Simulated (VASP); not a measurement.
Set up this calculation in VASP 6.6.1, as the native input.

```
Task                   : single point
Functional             : r2SCAN
Potentials or basis    : VASP PAW PBE potentials, release 64 (Li_sv)
Cutoff                 : 520 eV
k mesh                 : 13 × 13 × 13
Occupations            : fermi-dirac, width 0.01 eV
Spin                   : no spin polarisation
Dipole correction      : no
Further INCAR settings : ALGO = Normal; EDIFF = 1e-07; NBANDS = 8
```

Li:

```
Li
1.0
    -1.73794    1.73794    1.73794
     1.73794   -1.73794    1.73794
     1.73794    1.73794   -1.73794
Li
1
Direct
  0.00000 0.00000 0.00000
```

One way to write it, as run:

POSCAR

```
Li
1.0
   -1.7379403969      1.7379403969      1.7379403969
    1.7379403969     -1.7379403969      1.7379403969
    1.7379403969      1.7379403969     -1.7379403969
Li
1
Direct
    0.0000000000      0.0000000000      0.0000000000
```

INCAR.step1

```
SYSTEM = Li
PREC     = Accurate       ! precision mode
ENCUT    = 520            ! plane-wave cutoff, eV
ISMEAR   = -1             ! smearing method
SIGMA    = 0.01           ! smearing width, eV
LREAL    = .False.        ! projectors in reciprocal space
LASPH    = .True.         ! aspherical terms in the spheres
NELM     = 80             ! most SCF steps
NBANDS   = 8              ! bands
GGA      = PE             ! functional
ALGO     = Normal         ! electronic algorithm
EDIFF    = 1E-4           ! SCF threshold, eV
LWAVE    = .True.         ! write WAVECAR
LCHARG   = .False.        ! write CHGCAR
```

INCAR.step2

```
SYSTEM = Li
PREC     = Accurate       ! precision mode
ENCUT    = 520            ! plane-wave cutoff, eV
EDIFF    = 1E-7           ! SCF threshold, eV
ISMEAR   = -1             ! smearing method
SIGMA    = 0.01           ! smearing width, eV
LREAL    = .False.        ! projectors in reciprocal space
LASPH    = .True.         ! aspherical terms in the spheres
NELM     = 80             ! most SCF steps
ALGO     = Normal         ! electronic algorithm
ISIF     = 2              ! what is computed and relaxed
LWAVE    = .False.        ! write WAVECAR
LCHARG   = .False.        ! write CHGCAR
METAGGA  = R2SCAN         ! meta-GGA
LMIXTAU  = .True.       
NBANDS   = 8              ! bands
ISTART   = 1
```

KPOINTS

```
Automatic mesh
0
Gamma
  13 13 13
  0 0 0
```

Potentials or basis: VASP PAW PBE potentials, release 64 (Li_sv).

Command:

```console
$ cat potpaw_PBE.64/Li_sv/POTCAR > POTCAR
$ cp INCAR.step1 INCAR
$ mpirun -np 1 vasp_std > vasp.out
$ cp INCAR.step2 INCAR
$ mpirun -np 1 vasp_std > vasp.out
```

Run time: 87 s on 1 thread of Intel Xeon 8259CL, on a shared host, peak memory 0.14 GiB.
